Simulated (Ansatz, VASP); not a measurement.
**CdF2: VASP beside Ansatz**

```
Cd F
1.0
     0.00000    2.68914    2.48207
     2.68914    0.00000    2.48207
     2.68914    2.68914    0.00000
Cd F
1 2
Direct
  0.00000 0.00000 0.00000
  0.25000 0.25000 0.25000
  0.75000 0.75000 0.75000
```

Alike in both runs: task single point; functional PBEsol; k mesh 8 × 8 × 8; occupations gaussian, width 0.05 eV; no spin polarisation.

|  | VASP | Ansatz |
| --- | --- | --- |
| version | VASP 6.6.1 | Ansatz 0.2.0 |
| potentials or method | VASP PAW PBE potentials, release 64 (Cd_sv_GW, F), cutoff 700 eV | scalar-relativistic, plane waves, PAW |
| valence electrons in the cell | 34 | 34 |

|  | VASP | Ansatz | Ansatz less VASP |
| --- | --- | --- | --- |
| gap on the k mesh at the Fermi level (eV) | 3.03 | 3.04 | +0.014 |
| least direct gap on the mesh (eV) | 3.45 | 3.46 | +0.011 |
| pressure (GPa) | 10.6 | 10.9 | +0.37 |
| traceless stress, the component that is largest in VASP (GPa) | 6.59 | 6.60 | +0.003 |

VASP's potentials were made for PBE, not for PBEsol. The functional is the same, so the differences come from potentials, cutoffs and numerics.
